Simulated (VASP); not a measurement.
**Be: single point with r2SCAN**

Be:

```
Be
1.0
     2.20252    0.00000    0.00000
    -1.10126    1.90744    0.00000
     0.00000    0.00000    3.46364
Be
2
Direct
  0.33333 0.66667 0.25000
  0.66667 0.33333 0.75000
```

* Program: VASP 6.6.1
* Task: single point
* Functional: r2SCAN
* Potentials or basis: VASP PAW PBE potentials, release 64 (Be)
* Cutoff: 520 eV
* k mesh: 26 × 26 × 15
* Occupations: fermi-dirac, width 0.1 eV
* Spin: no spin polarisation

The pressure is 12.2 GPa and the band gap on the k mesh is zero (bands 2 and 3 overlap by 1.92 eV).

Stress tensor (GPa, compression positive):
```
11.16  0.00  0.00
 0.00 11.16  0.00
 0.00  0.00 14.17
```

Levels at points of the mesh, in eV from the Fermi level:
```tsv
k point	band 1	band 2	band 3	band 4	band 5	band 6	band 7
(0.00, 0.00, 0.00)	-12.76	-5.09	1.35	18.39	18.39	21.60	21.60
(0.50, 0.00, 0.00)	-5.76	-3.49	4.11	7.06	7.79	10.78	11.28
```

It took 80 s on 1 thread of Intel(R) Xeon(R) Platinum 8488C (Sapphire Rapids), with other jobs on the host, peak memory 0.16 GiB.

Caveat: the cell stands under pressure; the PAW data sets were made with another functional, which shifts forces and pressure a little.
